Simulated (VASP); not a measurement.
## Mg8Si4HO: single point with PBEsol

Slab: Mg8Si4HO, a slab with vacuum.

```
Mg Si O H
1.0
     6.39100    0.00000    0.00000
     0.00000    6.39100    0.00000
     0.00000    0.00000   15.79325
Mg Si O H
8 4 1 1
Direct
  0.25358 0.73236 0.35342
  0.15346 0.16710 0.33864
  0.25406 0.24908 0.14917
  0.24874 0.74825 0.15048
  0.74833 0.74704 0.15236
  0.74829 0.24451 0.14766
  0.66869 0.33137 0.33853
  0.78680 0.79333 0.35588
  0.00000 0.00000 0.06332
  0.00094 0.49068 0.25736
  0.50123 0.00175 0.26206
  0.50000 0.50000 0.06332
  0.03994 0.92577 0.39138
  0.60318 0.58006 0.41012
```

```json
{"Program": "VASP 6.6.1", "Task": "single point", "Functional": "PBEsol", "Potentials or basis": "VASP PAW PBE potentials, release 64 (Mg, Si, O, H)", "Cutoff": "520 eV", "k mesh": "3 × 3 × 1", "Occupations": "gaussian, width 0.1 eV", "Spin": "no spin polarisation", "Dipole correction": "no", "Further INCAR settings": "ALGO = Normal; EDIFF = 1e-06; NBANDS = 32"}
```

The largest force is 0.325 eV/Å.

Forces on the atoms (eV/Å):
```
Mg   0.121 -0.063  0.033
Mg  -0.080 -0.065 -0.039
Mg   0.005  0.004 -0.004
Mg   0.012  0.014  0.009
Mg  -0.001 -0.001 -0.014
Mg   0.016  0.012  0.009
Mg  -0.182  0.254 -0.034
Mg   0.075  0.098 -0.008
Si   0.017 -0.224  0.179
Si   0.023  0.027 -0.002
Si   0.028  0.038 -0.001
Si   0.085  0.116  0.009
O    0.095 -0.093  0.077
H   -0.214 -0.118 -0.214
```

Levels at points of the mesh, in eV from the Fermi level:
```csv
k point,band 16,band 17,band 18,band 19,band 20,band 21,band 22,band 23
"(0.00, 0.00, 0.00)",-1.16,-1.12,-0.55,-0.17,0.31,0.33,1.03,1.15
```

It took 6.9 min on 1 thread of AMD EPYC 7R13, on a shared host, peak memory 0.6 GiB.

Caveat: the PAW data sets were made with another functional, which shifts forces and pressure a little; an odd number of electrons without spin polarisation forces a metal; a magnetic or distorted state may lie lower.
